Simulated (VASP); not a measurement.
Here is a VASP 6.6.1 calculation.

INCAR

```
SYSTEM = TiSi16
ALGO = Normal ; EDIFF = 1E-6
EDIFFG = -0.03 ; ENCUT = 520
GGA = PE ; IBRION = 2
ISIF = 2 ; ISMEAR = 0
LASPH = .TRUE. ; LCHARG = .FALSE.
LREAL = Auto ; LWAVE = .FALSE.
NELM = 80 ; NSW = 80
PREC = Accurate ; SIGMA = 0.02
```

KPOINTS

```
k-points
0
G
  2 2 2
  0 0 0
```

File POSCAR:

```
TiSi16
1.0
    0.0000000000      5.4300000000      5.4300000000
    5.4300000000      0.0000000000      5.4300000000
    5.4300000000      5.4300000000      0.0000000000
Si Ti
16 1
Direct
    0.0000000000      0.0000000000      0.0000000000
    0.1250000000      0.1250000000      0.1250000000
    0.0000000000      0.0000000000      0.5000000000
    0.1250000000      0.1250000000      0.6250000000
    0.0000000000      0.5000000000      0.0000000000
    0.1250000000      0.6250000000      0.1250000000
    0.0000000000      0.5000000000      0.5000000000
    0.1250000000      0.6250000000      0.6250000000
    0.5000000000      0.0000000000      0.0000000000
    0.6250000000      0.1250000000      0.1250000000
    0.5000000000      0.0000000000      0.5000000000
    0.6250000000      0.1250000000      0.6250000000
    0.5000000000      0.5000000000      0.0000000000
    0.6250000000      0.6250000000      0.1250000000
    0.5000000000      0.5000000000      0.5000000000
    0.6250000000      0.6250000000      0.6250000000
    0.8746031000      0.3799803000      0.8775360000
```

Potentials or basis: VASP PAW PBE potentials, release 64 (Si, Ti_sv).

Run with:

```sh
$ cat potpaw_PBE.64/Si/POTCAR potpaw_PBE.64/Ti_sv/POTCAR > POTCAR
$ mpirun -np 1 vasp_std > vasp.out
```

What does it give for the energy gained by relaxing?

23.9 meV/atom.

What does it give for the band gap on the k mesh?

Zero (bands 38 and 39 overlap by 0.43 eV).

Final structure:
```
Si Ti
1.0
     0.00000    5.43000    5.43000
     5.43000    0.00000    5.43000
     5.43000    5.43000    0.00000
Si Ti
16 1
Direct
  0.00392 0.98828 0.00395
  0.12812 0.12239 0.12815
  0.99562 0.00169 0.50157
  0.12799 0.12217 0.62195
  0.00465 0.50457 0.00460
  0.12488 0.62611 0.12556
  0.00405 0.50409 0.48786
  0.12816 0.62820 0.62224
  0.50148 0.00176 0.99559
  0.62176 0.12224 0.12805
  0.50133 0.00156 0.50146
  0.62502 0.12493 0.62497
  0.48732 0.50422 0.00422
  0.62206 0.62824 0.12822
  0.50154 0.49556 0.50169
  0.62182 0.62811 0.62208
  0.87488 0.37587 0.87541
```

Caveat: the k points lie up to 0.50 Å⁻¹ apart.
